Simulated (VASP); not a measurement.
Set up this calculation in VASP 6.6.1, as the native input.

| Item | Value |
| --- | --- |
| Task | single point |
| Functional | PBE |
| Potentials or basis | VASP PAW PBE potentials, release 64 (Mg, Cd, Te) |
| Cutoff | 520 eV |
| k mesh | 4 × 4 × 4 |
| Occupations | gaussian, width 0.1 eV |
| Spin | no spin polarisation |
| Dipole correction | no |
| Further INCAR settings | ALGO = Normal; EDIFF = 1e-06; NBANDS = 41 |

The structure of Mg3Cd2Te5 lies in POSCAR:

```
Mg3Cd2Te5
1.0
    0.0004274234     -4.6564590644      0.0005302483
    4.6561771759     -0.0004279254     -0.0007255186
   -2.3288828053      2.3278724031     16.2337946978
Mg Cd Te
3 2 5
Direct
    0.0985887343      0.0984077125      0.1969451675
    0.4998471067      0.5002316540      0.0000117707
    0.9014243954      0.9014016841      0.8030575829
    0.6989755938      0.6984005135      0.3976393765
    0.3012822162      0.3016951860      0.6023516899
    0.0490484261      0.5491156275      0.0984600192
    0.4506241487      0.9509402350      0.9015548532
    0.8526289795      0.3524588779      0.7051807565
    0.2500973797      0.7503155863      0.4999901887
    0.6474830199      0.1470329233      0.2948085948
```

The input as run:

INCAR

```
PREC = Accurate
ENCUT = 520
EDIFF = 1E-6
ISMEAR = 0
SIGMA = 0.1
LREAL = F
LASPH = T
NELM = 80
ALGO = Normal
ISIF = 2
LWAVE = F
LCHARG = F
GGA = PE
NBANDS = 41
```

KPOINTS

```
regular mesh
0
Gamma
  4 4 4
```

Potentials or basis: VASP PAW PBE potentials, release 64 (Mg, Cd, Te).

Launch:

```sh
$ cat potpaw_PBE.64/Mg/POTCAR potpaw_PBE.64/Cd/POTCAR potpaw_PBE.64/Te/POTCAR > POTCAR
$ mpirun -np 1 vasp_std > vasp.out
```

Results of the run:

```
Pressure               : 0.0 GPa
Largest force          : 0.021 eV/Å
Band gap on the k mesh : 1.45 eV
```

Caveat: spin-orbit coupling is left out, which moves the levels of the heavy elements.

It took 16 min on 1 thread of Intel(R) Xeon(R) Platinum 8259CL CPU @ 2.50GHz (Skylake/Cascade Lake), with other jobs on the host, peak memory 0.69 GiB.
